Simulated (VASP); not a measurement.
Runs of VASP 6.6.1 on GaP. The structure is that of space group F-43m (No. 216), or close to it. The cells are those of the table. 

```csv
cell,gap on the mesh (eV),pressure (GPa)
"a = 3.855, b = 3.855, c = 3.758 Å, angles 60.8, 60.8, 58.3°, 2 atoms",1.60,2.4
"a = 4.047 Å, angles 60.0°, 2 atoms",1.10,(c)
"a = 3.806, b = 3.806, c = 3.758 Å, angles 60.4, 60.4, 59.2°, 2 atoms",1.68,5.0
"a = 3.710, b = 3.710, c = 3.758 Å, angles 59.6, 59.6, 60.9°, 2 atoms",(a),11.2
"a = 3.758 Å, angles 60.0°, 2 atoms",1.75,(b)
"a = 3.710, b = 3.710, c = 3.661 Å, angles 60.4, 60.4, 59.1°, 2 atoms",1.49,(d)
"a = 3.950 Å, angles 60.0°, 2 atoms",1.70,-5.5
"a = 3.759, b = 3.759, c = 3.661 Å, angles 60.9, 60.9, 58.3°, 2 atoms",1.43,11.2
```

Alike in all rows: task single point; level r2SCAN; potentials or basis VASP PAW PBE potentials, release 64 (Ga_d, P); no spin polarisation; k mesh 8 × 8 × 8; cutoff (eV) 520; smearing gaussian 0.05 eV.

Task: Estimate the missing entries.

Result: (a) 1.44; (b) 7.9; (c) -9.2; (d) 14.9.

Caveats: the PAW data sets were made with another functional, which shifts forces and pressure a little.

A k mesh can miss the band edges, and the runs leave out spin-orbit coupling on Ga.
